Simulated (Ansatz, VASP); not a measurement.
## Cd4S in VASP and in Ansatz

```
Cd S
1.0
    -3.06095    3.06095    3.06095
     3.06095   -3.06095    3.06095
     3.06095    3.06095   -3.06095
Cd S
4 1
Direct
  0.50000 0.50000 0.50000
  0.50000 0.00000 0.00000
  0.00000 0.00000 0.50000
  0.00000 0.50000 0.00000
  0.00000 0.00000 0.00000
```

Change from the starting cell: species swapped into the Hg4Pt type (Im-3m, No. 229).

Alike in both runs: task relaxation of cell and atoms; functional PBE; k mesh 4 × 4 × 4; occupations gaussian, width 0.1 eV; no spin polarisation.

```csv
,VASP,Ansatz
version,VASP 6.6.1,Ansatz 0.2.0
potentials or method,"VASP PAW PBE potentials, release 64 (Cd, S), cutoff 600 eV","scalar-relativistic, plane waves, PAW"
valence electrons in the cell,54,86
```

Ansatz gave:

```
gap on the k mesh at the Fermi level, each at its own relaxed structure (eV) : none
relaxed volume (Å³/atom)                                                     : 26.49
relaxed cell length with the largest relative difference (Å)                 : 5.562
```

Question: Which values does VASP return?

Answer: gap on the k mesh at the Fermi level, each at its own relaxed structure (eV): none; relaxed volume (Å³/atom): 26.48; relaxed cell length with the largest relative difference (Å): 5.561.

A gap of «none» marks a metal or a gap that the smearing closes. VASP's potentials hold 54 valence electrons a cell and Ansatz's 86, so a difference there can come from the potentials and not from the codes.

The k mesh is coarse, so the values compare programs but aren't converged. Noted on VASP's run: the volume moved by over 15 % at a fixed basis, so the end points are rough.
